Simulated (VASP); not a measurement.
Crystal: HfSi.

```
CELL_PARAMETERS angstrom
6.88900 0.00000 0.00000
0.00000 3.77200 0.00000
0.00000 0.00000 5.22300
ATOMIC_POSITIONS crystal
Hf 0.17800 0.25000 0.12400
Hf 0.32200 0.75000 0.62400
Hf 0.67800 0.25000 0.37600
Hf 0.82200 0.75000 0.87600
Si 0.04000 0.25000 0.63000
Si 0.46000 0.75000 0.13000
Si 0.54000 0.25000 0.87000
Si 0.96000 0.75000 0.37000
```

| Item | Value |
| --- | --- |
| Program | VASP 6.6.1 |
| Task | relaxation of cell and atoms |
| Functional | r2SCAN |
| Potentials or basis | VASP PAW PBE potentials, release 64 (Hf_pv, Si) |
| Cutoff | 600 eV |
| k mesh | 4 × 4 × 4 |
| Occupations | gaussian, width 0.1 eV |
| Spin | no spin polarisation |

At the start: pressure -0.6 GPa; volume 16.97 Å³/atom.

Question: How do energy, volume and symmetry change on relaxing?

Answer: Over 7 steps the energy falls by 13.1 meV/atom and the volume is 16.87 Å³/atom (-0.5 %); space group Pnma (No. 62, to 0.1 Å) before and after.

The path:
```tsv
step	energy change (eV)	largest force (eV/Å)	pressure (GPa)	volume (Å³)
1	0.0000	0.8691	-0.59	135.72
2	-0.0955	0.1396	0.73	134.50
3	-0.0957	0.1480	0.80	134.45
4	-0.1006	0.0612	-1.05	135.95
5	-0.1026	0.0910	-0.42	135.43
6	-0.1044	0.0218	0.16	134.94
7	-0.1045	0.0252	0.10	135.00
```

Final structure:
```yaml
crystal:
  lattice:
    - [6.85361, 0.00000, 0.00000]
    - [0.00000, 3.77062, 0.00000]
    - [0.00000, 0.00000, 5.22392]
  atoms:
    - { symbol: Hf, position: [0.17518, 0.25000, 0.12529] }
    - { symbol: Hf, position: [0.32482, 0.75000, 0.62529] }
    - { symbol: Hf, position: [0.67518, 0.25000, 0.37471] }
    - { symbol: Hf, position: [0.82482, 0.75000, 0.87471] }
    - { symbol: Si, position: [0.04277, 0.25000, 0.63918] }
    - { symbol: Si, position: [0.45723, 0.75000, 0.13918] }
    - { symbol: Si, position: [0.54277, 0.25000, 0.86082] }
    - { symbol: Si, position: [0.95723, 0.75000, 0.36082] }
```

Caveat: the k points lie up to 0.42 Å⁻¹ apart in the final cell; the PAW data sets were made with another functional, which shifts forces and pressure a little.
